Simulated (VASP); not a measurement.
Set up this calculation in VASP 6.6.1, as the native input.

* Task: single point
* Functional: r2SCAN
* Potentials or basis: VASP PAW PBE potentials, release 64 (Tl_d, Lu, O, Bi_d)
* Cutoff: 520 eV
* k mesh: 7 × 7 × 3
* Occupations: methfessel-paxton, width 0.1186 eV
* Spin: no spin polarisation
* Dipole correction: no
* Further INCAR settings: ALGO = Normal; EDIFF = 1e-07; NBANDS = 56

Crystal: LuTlBi2O4.

```
Tl Lu O Bi
1.0
     3.90492    0.00000    0.00000
     0.00000    3.90492    0.00000
     0.00000    0.00000    9.04530
Tl Lu O Bi
1 1 4 2
Direct
  0.00000 0.00000 0.50000
  0.00000 0.00000 0.00000
  0.50000 0.00000 0.84800
  0.00000 0.50000 0.84800
  0.50000 0.00000 0.15200
  0.00000 0.50000 0.15200
  0.50000 0.50000 0.71930
  0.50000 0.50000 0.28070
```

These files were run (other wordings do the same):

POSCAR

```
LuTlBi2O4
1.0
    3.9049240000      0.0000000000      0.0000000000
    0.0000000000      3.9049240000      0.0000000000
    0.0000000000      0.0000000000      9.0453040000
Tl Lu O Bi
1 1 4 2
Direct
    0.0000000000      0.0000000000      0.5000000000
    0.0000000000      0.0000000000      0.0000000000
    0.5000000000      0.0000000000      0.8480000000
    0.0000000000      0.5000000000      0.8480000000
    0.5000000000      0.0000000000      0.1520000000
    0.0000000000      0.5000000000      0.1520000000
    0.5000000000      0.5000000000      0.7193000000
    0.5000000000      0.5000000000      0.2807000000
```

INCAR.step1

```
  PREC = Accurate
  ENCUT = 520
  ISMEAR = 1
  SIGMA = 0.1186
  LREAL = F
  LASPH = T
  NELM = 100
  NBANDS = 56
  GGA = PE
  ALGO = Normal
  EDIFF = 1E-4
  LWAVE = T
  LCHARG = F
```

INCAR.step2

```
  PREC = Accurate
  ENCUT = 520
  EDIFF = 1E-7
  ISMEAR = 1
  SIGMA = 0.1186
  LREAL = F
  LASPH = T
  NELM = 100
  ALGO = Normal
  ISIF = 2
  LWAVE = F
  LCHARG = F
  METAGGA = R2SCAN
  LMIXTAU = T
  NBANDS = 56
  ISTART = 1
```

KPOINTS

```
Automatic mesh
0
Gamma
  7 7 3
```

Potentials or basis: VASP PAW PBE potentials, release 64 (Tl_d, Lu, O, Bi_d).

Command:

```bash
$ cat potpaw_PBE.64/Tl_d/POTCAR potpaw_PBE.64/Lu/POTCAR potpaw_PBE.64/O/POTCAR potpaw_PBE.64/Bi_d/POTCAR > POTCAR
$ cp INCAR.step1 INCAR
$ mpirun -np 1 vasp_std > vasp.out
$ cp INCAR.step2 INCAR
$ mpirun -np 1 vasp_std > vasp.out
```

Results of the run:

- Pressure: -1.7 GPa
- Largest force: 1.019 eV/Å
- Band gap on the k mesh: zero (bands 46 and 47 overlap by 1.64 eV)

Caveat: the PAW data sets were made with another functional, which shifts forces and pressure a little; spin-orbit coupling is left out, which moves the levels of the heavy elements.

It took 13 min on 1 thread of Intel(R) Xeon(R) Platinum 8259CL CPU @ 2.50GHz (Skylake/Cascade Lake), with other jobs on the host, peak memory 0.36 GiB.
